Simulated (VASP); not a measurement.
Here is a VASP 6.6.1 calculation.

File INCAR:

```
SYSTEM = C
PREC     = Accurate       ! precision mode
ENCUT    = 520            ! plane-wave cutoff, eV
EDIFF    = 1E-6           ! SCF threshold, eV
ISMEAR   = -1             ! smearing method
SIGMA    = 0.05           ! smearing width, eV
LREAL    = .False.        ! projectors in reciprocal space
LASPH    = .True.         ! aspherical terms in the spheres
NELM     = 80             ! most SCF steps
ALGO     = Normal         ! electronic algorithm
ISIF     = 2              ! what is computed and relaxed
LWAVE    = .False.        ! write WAVECAR
LCHARG   = .False.        ! write CHGCAR
GGA      = CA             ! functional
NBANDS   = 26             ! bands
```

Contents of KPOINTS:

```
Automatic mesh
0
Gamma
  12 12 4
  0 0 0
```

File POSCAR:

```
C
1.0
    2.4706141248      0.0000000000      0.0000000000
   -1.2353070624      2.1396145950      0.0000000000
    0.0000000000      0.0000000000      8.0689487361
C
8
Direct
    0.6666666667      0.3333333333      0.8437500000
    0.3333333333      0.6666666667      0.3437500000
    0.6666666667      0.3333333333      0.6562500000
    0.3333333333      0.6666666667      0.1562500000
    0.0000000000      0.0000000000      0.9062500000
    0.0000000000      0.0000000000      0.4062500000
    0.0000000000      0.0000000000      0.5937500000
    0.0000000000      0.0000000000      0.0937500000
```

Potentials or basis: VASP PAW LDA potentials, release 64 (C).

The run is started by

```bash
$ cat potpaw_LDA.64/C/POTCAR > POTCAR
$ mpirun -np 1 vasp_std > vasp.out
```

Problem. What does it give for the largest force?

Solution. 0.374 eV/Å.

Problem. What does it give for the band gap on the k mesh?

Solution. 4.53 eV, indirect (least direct gap 5.27 eV).

Problem. Estimate the pressure.

Solution. 18.5 GPa.

Stress tensor (GPa, compression positive):
```
13.63  0.00  0.00
 0.00 13.63  0.00
 0.00  0.00 28.31
```

A k mesh can miss the band edges. As with any semilocal functional, this LDA gap is likely too small.
